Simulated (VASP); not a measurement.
HfH3, 4 atoms in the cell. It takes space group Pm-3m (No. 221, cubic). The conventional cell has a = 3.035 Å, b = 3.035 Å, c = 3.035 Å, α = 90.00°, β = 90.00°, γ = 90.00°. Hf (site symmetry m-3m) has 12 H at 2.15 Å within 2.8 Å. Within 2.8 Å of H (site symmetry 4/mmm) lie 4 Hf at 2.15 Å and 8 H at 2.15 Å. 

- Program: VASP 6.6.1
- Task: single point
- Functional: PBEsol
- Dispersion: D3(BJ)
- Potentials or basis: VASP PAW PBE potentials, release 64 (Hf_pv, H)
- Cutoff: 520 eV
- k mesh: 6 × 6 × 6
- Occupations: methfessel-paxton, width 0.05 eV
- Spin: no spin polarisation
- Dipole correction: no
- Further INCAR settings: ALGO = Normal; EDIFF = 1e-06; NBANDS = 14

Potentials or basis: VASP PAW PBE potentials, release 64 (Hf_pv, H).

The run is started by

```console
$ cat potpaw_PBE.64/Hf_pv/POTCAR potpaw_PBE.64/H/POTCAR > POTCAR
$ mpirun -np 1 vasp_std > vasp.out
```

Hardware: 1 thread of Intel Xeon 6975P-C (shared host).

Problem. Estimate the wall time of this run.

Solution. Wall time 7.1 s on 1 thread of Intel Xeon 6975P-C, with other jobs on the host, peak memory 0.15 GiB. Counts: scf iterations 14, k points 20.
